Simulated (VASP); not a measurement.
# Pd4Pt (I4/mmm) in VASP: single point with r2SCAN

Aim: the single point of Pd4Pt with r2SCAN.

Everything below comes from runs of VASP 6.6.1. Logs are shortened: lines on timing, memory, paths and dates and some standing lists are left out, and cuts for length are marked.

## 1. The cell of the first run

Symmetry: I4/mmm, No. 139, tetragonal system. The conventional cell has a = 6.495 Å, b = 6.495 Å, c = 3.899 Å, α = 90.00°, β = 90.00°, γ = 90.00°. Pd (site symmetry m2m) has 7 Pd at 2.67 to 2.74 Å and 4 Pt at 2.71 to 3.52 Å within 3.6 Å. Within 3.6 Å of Pt (site symmetry 4/mmm) lie 16 Pd at 2.71 to 3.52 Å.

## 2. Single point, r2SCAN

Contents of POSCAR:

```
Pd4Pt
1.0
   -3.2473751203      3.2473751203      1.9496705685
    3.2473751203     -3.2473751203      1.9496705685
    3.2473751203      3.2473751203     -1.9496705685
Pd Pt
4 1
Direct
    0.0000000000      0.2908714960      0.2908714960
    0.0000000000      0.7091285040      0.7091285040
    0.2908714960      0.0000000000      0.2908714960
    0.7091285040      0.0000000000      0.7091285040
    0.5000000000      0.5000000000      0.0000000000
```

Contents of INCAR.step1:

```
PREC     = Accurate       # precision mode
ENCUT    = 520            # plane-wave cutoff, eV
ISMEAR   = 0              # smearing method
SIGMA    = 0.1            # smearing width, eV
LREAL    = F              # projectors in reciprocal space
LASPH    = T              # aspherical terms in the spheres
NELM     = 80             # most SCF steps
NBANDS   = 33             # bands
GGA      = PE             # functional
ALGO     = Normal         # electronic algorithm
EDIFF    = 1E-4           # SCF threshold, eV
LWAVE    = T              # write WAVECAR
LCHARG   = F              # write CHGCAR
```

Contents of INCAR.step2:

```
PREC     = Accurate       # precision mode
ENCUT    = 520            # plane-wave cutoff, eV
EDIFF    = 1E-6           # SCF threshold, eV
ISMEAR   = 0              # smearing method
SIGMA    = 0.1            # smearing width, eV
LREAL    = F              # projectors in reciprocal space
LASPH    = T              # aspherical terms in the spheres
NELM     = 80             # most SCF steps
ALGO     = Normal         # electronic algorithm
ISIF     = 2              # what is computed and relaxed
LWAVE    = F              # write WAVECAR
LCHARG   = F              # write CHGCAR
METAGGA  = R2SCAN         # meta-GGA
LMIXTAU  = T            
NBANDS   = 33             # bands
ISTART   = 1
```

Contents of KPOINTS:

```
Automatic mesh
0
Gamma
  10 10 10
```

Potentials or basis: VASP PAW PBE potentials, release 64 (Pd, Pt).

Run with:

```console
cat potpaw_PBE.64/Pd/POTCAR potpaw_PBE.64/Pt/POTCAR > POTCAR
cp INCAR.step1 INCAR
mpirun -np 1 vasp_std > vasp.out
cp INCAR.step2 INCAR
mpirun -np 1 vasp_std > vasp.out
```

OUTCAR:

```text
PREC = Accurate
   ENCUT = 520
   EDIFF = 1E-6
   ISMEAR = 0
   LREAL = F
   LASPH = T
   NELM = 80
   ISIF = 2
   METAGGA = R2SCAN
   ISTART = 1

 ion  position               nearest neighbor table
   1  0.000  0.291  0.291-   3 2.67   4 2.67   5 2.71   5 2.71   2 2.72   3 2.74   3 2.74   4 2.74
                             4 2.74
   2  0.000  0.709  0.709-   3 2.67   4 2.67   5 2.71   5 2.71   1 2.72   4 2.74   4 2.74   3 2.74
                             3 2.74
   3  0.291  0.000  0.291-   1 2.67   2 2.67   5 2.71   5 2.71   4 2.72   1 2.74   1 2.74   2 2.74
                             2 2.74
   4  0.709  0.000  0.709-   1 2.67   2 2.67   5 2.71   5 2.71   3 2.72   2 2.74   2 2.74   1 2.74
                             1 2.74
   5  0.500  0.500  0.000-   3 2.71   1 2.71   2 2.71   4 2.71   3 2.71   1 2.71   2 2.71   4 2.71

  LATTYP: Found a body centered tetragonal cell.
 ALAT       =     6.4947502406
 C/A-ratio  =     0.6003835394

  Lattice vectors:

 A1 = (  -3.2473751203,   3.2473751203,   1.9496705685)
 A2 = (   3.2473751203,  -3.2473751203,   1.9496705685)
 A3 = (   3.2473751203,   3.2473751203,  -1.9496705685)

Analysis of symmetry for initial positions (statically):
=====================================================================
 Subroutine PRICEL returns:
 Original cell was already a primitive cell.

 Routine SETGRP: Setting up the symmetry group for a
 body centered tetragonal supercell.

 Subroutine GETGRP returns: Found 16 space group operations
 (whereof 16 operations were pure point group operations)
 out of a pool of 16 trial point group operations.

The static configuration has the point symmetry D_4h.

Analysis of symmetry for dynamics (positions and initial velocities):
=====================================================================
 Subroutine PRICEL returns:
 Original cell was already a primitive cell.

 Routine SETGRP: Setting up the symmetry group for a
 body centered tetragonal supercell.

 Subroutine GETGRP returns: Found 16 space group operations
 (whereof 16 operations were pure point group operations)
 out of a pool of 16 trial point group operations.

The dynamic configuration has the point symmetry D_4h.

 Subroutine INISYM returns: Found 16 space group operations
 (whereof 16 operations are pure point group operations),
 and found     1 'primitive' translations

----------------------------------------------------------------------------------------

                                     Primitive cell

  volume of cell :      82.2406

  direct lattice vectors                    reciprocal lattice vectors
    -3.247375120  3.247375120  1.949670568     0.000000000  0.153970509  0.256453581
     3.247375120 -3.247375120  1.949670568     0.153970509  0.000000000  0.256453581
     3.247375120  3.247375120 -1.949670568     0.153970509  0.153970509  0.000000000

  length of vectors
     4.989198901  4.989198901  4.989198901     0.299124317  0.299124317  0.217747182

  position of ions in fractional coordinates (direct lattice)
     0.000000000  0.290871496  0.290871496
     0.000000000  0.709128504  0.709128504
     0.290871496  0.000000000  0.290871496
     0.709128504  0.000000000  0.709128504
     0.500000000  0.500000000  0.000000000

  ion indices of the primitive-cell ions
   primitive index   ion index
                 1           1
                 2           2
                 3           3
                 4           4
                 5           5

----------------------------------------------------------------------------------------

 KPOINTS: Automatic mesh

Automatic generation of k-mesh.
 Grid dimensions read from file:
 generate k-points for:   10   10   10

 Generating k-lattice:

  Cartesian coordinates                     Fractional coordinates (reciprocal lattice)
     0.000000000  0.015397051  0.025645358     0.100000000  0.000000000 -0.000000000
     0.015397051  0.000000000  0.025645358     0.000000000  0.100000000 -0.000000000
     0.015397051  0.015397051  0.000000000     0.000000000  0.000000000  0.100000000

  Length of vectors
     0.029912432  0.029912432  0.021774718

  Shift w.r.t. Gamma in fractional coordinates (k-lattice)
     0.000000000  0.000000000  0.000000000

 Subroutine IBZKPT returns following result:
 ===========================================

 Found    102 irreducible k-points:

 Following reciprocal coordinates:
            Coordinates               Weight
  0.000000  0.000000  0.000000      1.000000
  0.100000  0.000000 -0.000000      8.000000
  0.200000  0.000000 -0.000000      8.000000
  0.300000  0.000000  0.000000      8.000000
  0.400000 -0.000000  0.000000      8.000000
  0.500000  0.000000  0.000000      4.000000
[... 16 lines left out ...]
  0.300000  0.300000  0.000000      8.000000
  0.400000  0.300000 -0.000000     16.000000
 [... further k-points ...]
   k-points           NKPTS =    102   k-points in BZ     NKDIM =    102   number of bands    NBANDS=     33
   number of dos      NEDOS =    301   number of ions     NIONS =      5
   total plane-waves  NPLWV =  64000
   dimension x,y,z NGX =    40 NGY =   40 NGZ =   40
   dimension x,y,z NGXF=    80 NGYF=   80 NGZF=   80
   ions per type =               4   1
   NGX,Y,Z   is equivalent  to a cutoff of  13.33, 13.33, 13.33 a.u.
   NGXF,Y,Z  is equivalent  to a cutoff of  26.66, 26.66, 26.66 a.u.
 SYSTEM =  unknown system
   PREC   = accura    normal or accurate (medium, high low for compatibility)
   ISTART =      1    job   : 0-new  1-cont  2-samecut
   ICHARG =      0    charge: 1-file 2-atom 10-const
   ISPIN  =      1    spin polarized calculation?
   LNONCOLLINEAR =      F non collinear calculations
   LSORBIT =      F    spin-orbit coupling
   LASPH  =      T    aspherical Exc in radial PAW
   ENCUT  =  520.0 eV  38.22 Ry    6.18 a.u.   9.28  9.28  9.28*2*pi/ulx,y,z
   NELM   =     80;   NELMIN=  2; NELMDL=  0     # of ELM steps
   EDIFF  = 0.1E-05   stopping-criterion for ELM
   LREAL  =      F    real-space projection
   EDIFFG = 0.1E-04   stopping-criterion for IOM
   NSW    =      0    number of steps for IOM
   IBRION =     -1    ionic relax: 0-MD 1-quasi-New 2-CG
   NFREE  =      0    steps in history (QN), initial steepest desc. (CG)
   ISIF   =      2    stress and relaxation
   ISYM   =      2    0-nonsym 1-usesym 2-fastsym
   POTIM  = 0.5000    time-step for ionic-motion
   TEBEG  =    0.0;   TEEND  =   0.0 temperature during run
   PSTRESS=    0.0 pullay stress
   NELECT =      50.0000    total number of electrons
   NUPDOWN=      -1.0000    fix difference up-down
   EMIN   =  10.00;   EMAX   =-10.00  energy-range for DOS
   EFERMI =   0.00;   METHOD = LEGACY
   ISMEAR =     0;   SIGMA  =   0.10  broadening in eV -4-tet -1-fermi 0-gaus
   EFERMI_NEDOS =   21; number of points for ismear=-14 and -15
   IALGO  =     38    algorithm
   IMIX   =      4    mixing-type and parameters
     AMIX     =   0.40;   BMIX     =  1.00
     AMIX_MAG =   1.60;   BMIX_MAG =  1.00
  volume/ion in A,a.u.               =      16.45       111.00
  Fermi-wavevector in a.u.,A,eV,Ry     =   1.386871  2.620806 26.169604  1.923412
  Thomas-Fermi vector in A             =   2.511146
   LORBIT       =      0    0 simple, 1 ext, 2 COOP (PROOUT), +10 PAW based schemes
   METAGGA = R2SCAN    functional components
   LHFCALC =     F    Hartree Fock is set to
   AEXX    =    0.0000 exact exchange contribution
   IVDW    =     0    specifies the selected vdW correction
   LEPSILON=     F    determine dielectric tensor
   LRPA    =     F    only Hartree local field effects (RPA)
 non-spin polarized calculation
 Gauss-broadening in eV      SIGMA  =   0.10
  energy-cutoff  :      520.00
  volume of cell :       82.24
 maximum number of plane-waves:      2230
 NGX is ok and might be reduce to    40
   NGX = 19   NGY = 19   NGZ = 19

 number of electron      49.9999999 magnetization

 Free energy of the ion-electron system (eV)
  ---------------------------------------------------
  ext. energy  EPLUGINS =         0.00000000
  ---------------------------------------------------
  free energy    TOTEN  =      -142.04095031 eV

  energy without entropy =     -141.99463256  energy(sigma->0) =     -142.01779144

 E-fermi :   8.3358     XC(G=0): -13.3909

 val. band max:        8.3344027606   @ k =  -0.3000   0.5000   0.3000
 cond. band min:       8.3420599975   @ k =   0.5000   0.3000   0.0000
 fundamental gap:      0.0076572369
 Fermi energy:         8.3357842182

 k-point     1 :       0.0000    0.0000    0.0000
  band No.  band energies     occupation
      1       1.0022      2.00000
      2       2.9918      2.00000
      3       3.9824      2.00000
      4       4.1068      2.00000
      5       4.1068      2.00000
      6       4.2181      2.00000
[... 25 lines left out ...]
     32      17.9040      0.00000
     33      18.1216      0.00000

 k-point     2 :       0.1000    0.0000   -0.0000
  band No.  band energies     occupation
      1       1.1738      2.00000
      2       3.0884      2.00000
      3       3.7878      2.00000
      4       3.8992      2.00000
      5       4.1028      2.00000
      6       4.2308      2.00000
[... 25 lines left out ...]
     32      17.2072      0.00000
     33      17.6244      0.00000

 k-point     3 :       0.2000    0.0000   -0.0000
  band No.  band energies     occupation
      1       1.6621      2.00000
      2       3.3417      2.00000
      3       3.6352      2.00000
      4       3.7972      2.00000
      5       4.1553      2.00000
      6       4.3305      2.00000
[... 25 lines left out ...]
     32      15.7707      0.00000
     33      16.6897      0.00000

 k-point     4 :       0.3000    0.0000    0.0000
  band No.  band energies     occupation
      1       2.3661      2.00000
      2       3.4588      2.00000
      3       3.8388      2.00000
      4       3.8389      2.00000
      5       3.9344      2.00000
      6       4.3350      2.00000
[... 673 lines left out ...]
     32      17.3972      0.00000
     33      17.7438      0.00000

 k-point    23 :       0.3000    0.3000    0.0000
  band No.  band energies     occupation
      1       2.9638      2.00000
      2       3.4860      2.00000
      3       3.7209      2.00000
      4       3.9855      2.00000
      5       4.2286      2.00000
      6       4.5700      2.00000
[... 25 lines left out ...]
     32      17.3292      0.00000
     33      17.9542      0.00000

 k-point    24 :       0.4000    0.3000   -0.0000
  band No.  band energies     occupation
      1       2.8431      2.00000
      2       3.3049      2.00000
      3       3.7891      2.00000
      4       3.8648      2.00000
      5       3.9520      2.00000
      6       4.3395      2.00000
[... 25 lines left out ...]
     32      17.4885      0.00000
     33      18.6925      0.00000

 [... further k-points ...]

------------------------ aborting loop because EDIFF is reached ----------------------------------------

  FORCE on cell =-STRESS in cart. coord.  units (eV):
  Direction    XX          YY          ZZ          XY          YZ          ZX
  --------------------------------------------------------------------------------------
  -------------------------------------------------------------------------------------
  Total       -1.7380635     -1.7380635     -2.3175943      0.0000000      0.0000000      0.0000000
  in kB      -33.8602440    -33.8602440    -45.1504251      0.0000000      0.0000000      0.0000000
  external PRESSURE =     -37.6236377 kB  Pullay stress =       0.0000000 kB

 VOLUME and BASIS-vectors are now :
 -----------------------------------------------------------------------------
  energy-cutoff  :      520.00
  volume of cell :       82.24
      direct lattice vectors                 reciprocal lattice vectors
    -3.247375120  3.247375120  1.949670568     0.000000000  0.153970509  0.256453581
     3.247375120 -3.247375120  1.949670568     0.153970509  0.000000000  0.256453581
     3.247375120  3.247375120 -1.949670568     0.153970509  0.153970509  0.000000000

 POSITION                                       TOTAL-FORCE (eV/Angst)
 -----------------------------------------------------------------------------------
      1.88914      0.00000      0.00000        -0.051422      0.000000      0.000000
      4.60561      0.00000      0.00000         0.051422      0.000000      0.000000
      0.00000      1.88914      0.00000         0.000000     -0.051422      0.000000
      0.00000      4.60561      0.00000        -0.000000      0.051422      0.000000
      0.00000      0.00000      1.94967        -0.000000      0.000000      0.000000
 -----------------------------------------------------------------------------------
    total drift:                                0.000000      0.000000     -0.000000

  FREE ENERGIE OF THE ION-ELECTRON SYSTEM (eV)
  ---------------------------------------------------
  free  energy   TOTEN  =      -142.0409503114 eV

  energy  without entropy=     -141.9946325609  energy(sigma->0) =     -142.01779144
```

Run time: 26 min. Hardware: 1 thread of Oxide Virtual Turin-like, shared host; peak memory 0.39 GiB.

Results:

```yaml
Free_energy: -142.0410 eV
Pressure: -3.8 GPa
Largest_force: 0.051 eV/Å
Band_gap_on_the_k_mesh: zero (bands 25 and 26 overlap by 0.61 eV)
```

Forces in eV/Å, atoms in the order of the input:
```
Pd  -0.051  0.000  0.000
Pd   0.051  0.000  0.000
Pd   0.000 -0.051  0.000
Pd   0.000  0.051  0.000
Pt   0.000  0.000  0.000
```

Stress tensor (GPa, compression positive):
```
-3.39  0.00  0.00
 0.00 -3.39  0.00
 0.00  0.00 -4.52
```

Caveat: the cell stands under tension; the PAW data sets were made with another functional, which shifts forces and pressure a little; spin-orbit coupling is left out, which moves the levels of the heavy elements.
